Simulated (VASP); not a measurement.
P, 1 atom in the cell. Symmetry: Im-3m, No. 229, cubic system. The conventional cell has a = 2.863 Å, b = 2.863 Å, c = 2.863 Å, α = 90.00°, β = 90.00°, γ = 90.00°. Within 3.3 Å of P (site symmetry m-3m) lie 14 P at 2.48 to 2.86 Å. This isn't the form of P at room conditions, which is orthorhombic.

* Program: VASP 6.6.1
* Task: single point
* Functional: r2SCAN
* Dispersion: D3(BJ)
* Potentials or basis: VASP PAW PBE potentials, release 64 (P)
* Cutoff: 520 eV
* k mesh: 22 × 22 × 22
* Occupations: gaussian, width 0.05 eV
* Spin: no spin polarisation
* Dipole correction: no
* Further INCAR settings: ALGO = Normal; EDIFF = 1e-06; NBANDS = 8

Potentials or basis: VASP PAW PBE potentials, release 64 (P).

Run with:

```console
$ cat potpaw_PBE.64/P/POTCAR > POTCAR
$ cp INCAR.step1 INCAR
$ mpirun -np 1 vasp_std > vasp.out
$ cp INCAR.step2 INCAR
$ mpirun -np 1 vasp_std > vasp.out
```

Hardware: 1 thread of Intel Xeon 8259CL, on a shared host.

Task: How long does it take, and how much memory?

Result: It took 93 s on 1 thread of Intel Xeon 8259CL, on a shared host, peak memory 0.15 GiB. Counts: k points 328.
